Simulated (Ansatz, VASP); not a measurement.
**Two plane-wave programs on Ga2PN**

```xyz
4
Lattice="3.3521 0.0000 0.0000 0.0000 3.3521 0.0000 0.0000 0.0000 4.7327" Properties=species:S:1:pos:R:3 pbc="T T T"
N     0.0000    0.0000    0.0000
Ga    0.0000    0.0000    2.3663
Ga    1.6760    1.6760    0.0000
P     1.6760    1.6760    2.3663
```

Alike in both runs: task single point; functional PBE; k mesh 6 × 6 × 4; occupations methfessel-paxton of order 1, width 0.5 eV; no spin polarisation.

|  | VASP | Ansatz |
| --- | --- | --- |
| version | VASP 6.6.1 | Ansatz 0.2.0 |
| potentials or method | VASP PAW PBE potentials, release 64 (N, Ga_d, P) | plane waves |
| plane-wave cutoff (eV) | 600 | 420 |
| valence electrons in the cell | 36 | 36 |

|  | VASP | Ansatz | Ansatz less VASP |
| --- | --- | --- | --- |
| pressure (GPa) | 4.5 | 4.5 | -0.02 |
